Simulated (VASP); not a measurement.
Runs of VASP 6.6.1 on MnO. The structure is that of space group Fm-3m (No. 225), or close to it. The cells are those of the table. 

| task | level | potentials or basis | fixed moment (μB) | cell | k mesh | cutoff (eV) | k mesh for the DOS | occupations for the DOS | gap on the mesh (eV) | pressure (GPa) | moment (μB) |
| --- | --- | --- | --- | --- | --- | --- | --- | --- | --- | --- | --- |
| single point | r2SCAN | VASP PAW PBE potentials, release 64 (Mn_pv, O) | - | a = 3.145 Å, angles 60.0°, 2 atoms | 10 × 10 × 10 | 520 | - | - | none | 0.4 | 5.00 |
| relaxation of cell and atoms | r2SCAN+D4 | VASP PAW PBE potentials, release 64 (Mn_pv, O) | - | relaxed from a = 3.145 Å, angles 60.0°, 2 atoms | 10 × 10 × 10 | 600 | - | - | none | 0.0 | 5.00 |
| single point | LDA | VASP PAW LDA potentials, release 64 (Mn_pv, O) | - | a = 3.207 Å, angles 60.0°, 2 atoms | 10 × 10 × 10 | 520 | - | - | none | -20.6 | 4.73 |
| single point | LDA | VASP PAW LDA potentials, release 64 (Mn_pv, O) | - | a = 3.081 Å, angles 60.0°, 2 atoms | 10 × 10 × 10 | 520 | - | - | none | (b) | 4.29 |
| single point | PBE | VASP PAW PBE potentials, release 64 (Mn_pv, O) | 4.8 | a = 3.145 Å, angles 60.0°, 2 atoms | 10 × 10 × 10 | 520 | - | - | - | 0.4 | 4.80 |
| single point | LDA | VASP PAW LDA potentials, release 64 (Mn_pv, O) | - | a = 3.103 Å, angles 60.0°, 2 atoms | 10 × 10 × 10 | 520 | - | - | none | -15.4 | (a) |
| density of states | PBE | VASP PAW PBE potentials, release 64 (Mn_pv, O) | - | a = 3.145 Å, angles 60.0°, 2 atoms | 10 × 10 × 10 | 520 | 15 × 15 × 15 | tetrahedron | - | - | 4.79 |
| single point | PBE | VASP PAW PBE potentials, release 64 (Mn_pv, O) | 5.0 | a = 3.145 Å, angles 60.0°, 2 atoms | 9 × 9 × 9 | 520 | - | - | - | (c) | 5.00 |

Alike in all rows: spin collinear, ferromagnetic start; smearing fermi-dirac 0.05 eV.

Problem. Estimate the missing entries.

Solution. (a) 4.36; (b) -13.3; (c) 4.9.

Caveats: a cell with one magnetic atom can't hold antiferromagnetic order, which such compounds often take; semilocal functionals often make such compounds metallic where correlation or magnetic order opens a gap, which also shifts bond lengths (some runs); the PAW data sets were made with another functional, which shifts forces and pressure a little (some runs); the total moment is fixed, so each spin has its own Fermi level (some runs); pairwise dispersion overbinds metals, which lowers pressure and volume (some runs); tetrahedron occupations give inexact forces and stress in metals (some runs).

A gap of «none» marks levels without a gap at the run's occupations.
